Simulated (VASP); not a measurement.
Runs of VASP 6.6.1 on Ag. The structure is that of space group I4/mmm (No. 139), or close to it. The cells are those of the table. 

```csv
cell,gap on the mesh (eV),pressure (GPa)
"a = 2.979 Å, angles 112.5, 112.5, 103.6°, 1 atom",none,(b)
"a = 3.018 Å, angles 113.5, 113.5, 101.8°, 1 atom",none,-13.6
"a = 2.941 Å, angles 111.5, 111.5, 105.5°, 1 atom",none,(a)
"a = 2.732 Å, angles 105.4, 105.4, 118.0°, 1 atom",none,12.6
"a = 2.764 Å, angles 106.4, 106.4, 115.8°, 1 atom",none,5.3
"a = 2.798 Å, angles 107.4, 107.4, 113.6°, 1 atom",none,-0.2
"a = 2.998 Å, angles 113.0, 113.0, 102.7°, 1 atom",none,-13.1
```

Alike in all rows: task single point; level PBEsol; potentials or basis VASP PAW PBE potentials, release 64 (Ag); no spin polarisation; k mesh 20 × 20 × 20; cutoff (eV) 520; smearing gaussian 0.15 eV.

Task: Fill in the values left out.

Result: (a) -11.4; (b) -12.6.

Caveats: the PAW data sets were made with another functional, which shifts forces and pressure a little.

A k mesh can miss the band edges, and the runs leave out spin-orbit coupling on Ag.

A gap of «none» marks levels without a gap at the run's occupations.
